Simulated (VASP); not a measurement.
Write the native input for VASP 6.6.1 that does the following.

```yaml
Task: single point
Functional: r2SCAN
Potentials_or_basis: VASP PAW PBE potentials, release 64 (Ba_sv, Ti_sv, O)
Cutoff: 520 eV
k_mesh: 8 × 8 × 8
Occupations: gaussian, width 0.02 eV
Spin: no spin polarisation
Dipole_correction: no
Further_INCAR_settings: ALGO = Normal; EDIFF = 1e-06; NBANDS = 28
```

BaTiO3:

```
Ba Ti O
1.0
     3.95369    0.00000    0.00000
     0.00000    3.95369    0.00000
     0.00000    0.00000    3.95369
Ba Ti O
1 1 3
Direct
  0.50000 0.50000 0.50000
  0.00000 0.00000 0.00000
  0.50000 0.00000 0.00000
  0.00000 0.50000 0.00000
  0.00000 0.00000 0.50000
```

One way to write it, as run:

POSCAR

```
BaTiO3
1.0
    3.9536876604      0.0000000000      0.0000000000
    0.0000000000      3.9536876604      0.0000000000
    0.0000000000      0.0000000000      3.9536876604
Ba Ti O
1 1 3
Direct
    0.5000000000      0.5000000000      0.5000000000
    0.0000000000      0.0000000000      0.0000000000
    0.5000000000      0.0000000000      0.0000000000
    0.0000000000      0.5000000000      0.0000000000
    0.0000000000      0.0000000000      0.5000000000
```

INCAR.step1

```
ALGO = Normal ; EDIFF = 1E-4
ENCUT = 520 ; GGA = PE
ISMEAR = 0 ; LASPH = T
LCHARG = F ; LREAL = F
LWAVE = T ; NBANDS = 28
NELM = 60 ; PREC = Accurate
SIGMA = 0.02
```

INCAR.step2

```
ALGO = Normal ; EDIFF = 1E-6
ENCUT = 520 ; ISIF = 2
ISMEAR = 0 ; ISTART = 1
LASPH = T ; LCHARG = F
LMIXTAU = T ; LREAL = F
LWAVE = F ; METAGGA = R2SCAN
NBANDS = 28 ; NELM = 60
PREC = Accurate ; SIGMA = 0.02
```

KPOINTS

```
k-points
0
Gamma
  8 8 8
```

Potentials or basis: VASP PAW PBE potentials, release 64 (Ba_sv, Ti_sv, O).

Command:

```bash
$ cat potpaw_PBE.64/Ba_sv/POTCAR potpaw_PBE.64/Ti_sv/POTCAR potpaw_PBE.64/O/POTCAR > POTCAR
$ cp INCAR.step1 INCAR
$ mpirun -np 1 vasp_std > vasp.out
$ cp INCAR.step2 INCAR
$ mpirun -np 1 vasp_std > vasp.out
```

It gave:

The pressure is 8.1 GPa and the band gap on the k mesh is 2.22 eV (least direct gap 2.34 eV).

Caveat: the cell stands under pressure; the PAW data sets were made with another functional, which shifts forces and pressure a little; spin-orbit coupling is left out, which moves the levels of the heavy elements.

It took 3.3 min on 1 thread of Intel(R) Xeon(R) Platinum 8488C (Sapphire Rapids), with other jobs on the host, peak memory 0.21 GiB.
